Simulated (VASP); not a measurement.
Set up this calculation in VASP 6.6.1, as the native input.

```yaml
Task: single point
Functional: PBEsol
Potentials_or_basis: VASP PAW PBE potentials, release 64 (Tl_d)
Cutoff: 520 eV
k_mesh: 13 × 13 × 13
Occupations: fermi-dirac, width 0.1 eV
Spin: no spin polarisation
Dipole_correction: no
Further_INCAR_settings: ALGO = Normal; EDIFF = 1e-07; NBANDS = 12
```

The structure of Tl lies in POSCAR:

```
Tl
1.0
    0.0000000000      2.3214471505      2.3214471505
    2.3214471505      0.0000000000      2.3214471505
    2.3214471505      2.3214471505      0.0000000000
Tl
1
Direct
    0.0000000000      0.0000000000      0.0000000000
```

This isn't the form of Tl at room conditions, which is hcp.

These files were run (other wordings do the same):

INCAR

```
SYSTEM = Tl
PREC = Accurate
ENCUT = 520
EDIFF = 1E-7
ISMEAR = -1
SIGMA = 0.1
LREAL = .False.
LASPH = .True.
NELM = 80
ALGO = Normal
ISIF = 2
LWAVE = .False.
LCHARG = .True.
GGA = PS
LELF = .True.
LVHAR = .True.
NBANDS = 12
```

KPOINTS

```
regular mesh
0
Gamma
  13 13 13
  0 0 0
```

Potentials or basis: VASP PAW PBE potentials, release 64 (Tl_d).

Command:

```console
$ cat potpaw_PBE.64/Tl_d/POTCAR > POTCAR
$ mpirun -np 1 vasp_std > vasp.out
```

Results of the run:

The pressure is 6.5 GPa. The band gap on the k mesh is zero (an odd number of electrons rules out a gap without spin polarisation).

Caveat: the cell stands under pressure; the PAW data sets were made with another functional, which shifts forces and pressure a little; spin-orbit coupling is left out, which moves the levels of the heavy elements.

Wall time 24 s on 1 thread of Intel Xeon 8259CL, with other jobs on the host, peak memory 0.15 GiB.
